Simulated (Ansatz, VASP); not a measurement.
**One calculation of ReSb, two programs**

```
Re Sb
1.0
     0.00000    2.95534    2.95534
     2.95534    0.00000    2.95534
     2.95534    2.95534    0.00000
Re Sb
1 1
Direct
  0.00000 0.00000 0.00000
  0.25000 0.25000 0.25000
```

Alike in both runs: task single point; functional PBEsol; k mesh 10 × 10 × 10; occupations gaussian, width 0.05 eV; no spin polarisation.

|  | VASP | Ansatz |
| --- | --- | --- |
| version | VASP 6.6.1 | Ansatz 0.2.0 |
| potentials or method | VASP PAW PBE potentials, release 64 (Re, Sb), cutoff 520 eV | scalar-relativistic, plane waves, PAW |
| valence electrons in the cell | 12 | 30 |

VASP gave:

| Quantity | Value |
| --- | --- |
| gap on the k mesh at the Fermi level (eV) | none |
| pressure (GPa) | 2.4 |

Q: What did Ansatz give for the same quantities?

A: gap on the k mesh at the Fermi level (eV): none; pressure (GPa): 2.3.

VASP's potentials were made for PBE, not for PBEsol. A gap of «none» marks a metal or a gap that the smearing closes. With one functional, cell and mesh, what is left measures potentials, basis and numerics. VASP's potentials hold 12 valence electrons a cell and Ansatz's 30, so a difference there can come from the potentials and not from the codes.

Spin-orbit coupling is off throughout.
